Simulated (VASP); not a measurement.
CdSe (zincblende type), 2 atoms in the cell. It takes space group F-43m (No. 216, cubic). Conventional cell: a = 5.178 Å, b = 5.178 Å, c = 5.178 Å, α = 90.00°, β = 90.00°, γ = 90.00°. Within 3.0 Å of Cd (site symmetry -43m) lie 4 Se at 2.24 Å. Within 3.0 Å of Se (site symmetry -43m) lie 4 Cd at 2.24 Å.  This cell differs from its parent crystal: volume scaled by 0.64.

| Item | Value |
| --- | --- |
| Program | VASP 6.6.1 |
| Task | single point |
| Functional | LDA |
| Potentials or basis | VASP PAW LDA potentials, release 64 (Cd, Se) |
| Cutoff | 500 eV |
| k mesh | 11 × 11 × 11 |
| Occupations | fermi-dirac, width 0.05 eV |
| Spin | no spin polarisation |
| Dipole correction | no |
| Further INCAR settings | ALGO = Normal; EDIFF = 1e-06; NBANDS = 16 |

Potentials or basis: VASP PAW LDA potentials, release 64 (Cd, Se).

The run is started by

```sh
$ cat potpaw_LDA.64/Cd/POTCAR potpaw_LDA.64/Se/POTCAR > POTCAR
$ mpirun -np 1 vasp_std > vasp.out
```

Hardware: 1 thread of AMD EPYC 9R45 96-Core Processor (Zen 5) (shared host).

**Question.** How long does it take, and how much memory?

**Answer.** Run time: 15 s on 1 thread of AMD EPYC 9R45 96-Core Processor (Zen 5) (shared host), peak memory 0.13 GiB. Counts: scf iterations 12, k points 56.
